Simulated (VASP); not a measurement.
SnTe: single point with r2SCAN

SnTe:

```
Sn Te
1.0
     0.00000    3.22808    3.22808
     3.22808    0.00000    3.22808
     3.22808    3.22808    0.00000
Sn Te
1 1
Direct
  0.00000 0.00000 0.00000
  0.50000 0.50000 0.50000
```

```json
{
  "Program": "VASP 6.6.1",
  "Task": "single point",
  "Functional": "r2SCAN",
  "Potentials or basis": "VASP PAW PBE potentials, release 64 (Sn_d, Te)",
  "Cutoff": "520 eV",
  "k mesh": "9 × 9 × 9",
  "Occupations": "fermi-dirac, width 0.1 eV",
  "Spin": "no spin polarisation"
}
```

```json
{"Pressure": "-1.6 GPa"}
```

Levels at points of the mesh, in eV from the Fermi level:
```csv
k point,band 8,band 9,band 10,band 11,band 12,band 13
"(0.00, 0.00, 0.00)",-2.26,-2.26,-2.26,3.29,3.29,3.29
```

Run time: 2.9 min on 1 thread of Intel(R) Xeon(R) Platinum 8259CL CPU @ 2.50GHz (Skylake/Cascade Lake) (shared host), peak memory 0.24 GiB.

Caveat: this odd mesh misses L, where the gap lies, so gap, dielectric constants and Born charges aren't listed; the PAW data sets were made with another functional, which shifts forces and pressure a little; spin-orbit coupling is left out, which moves the levels of the heavy elements.
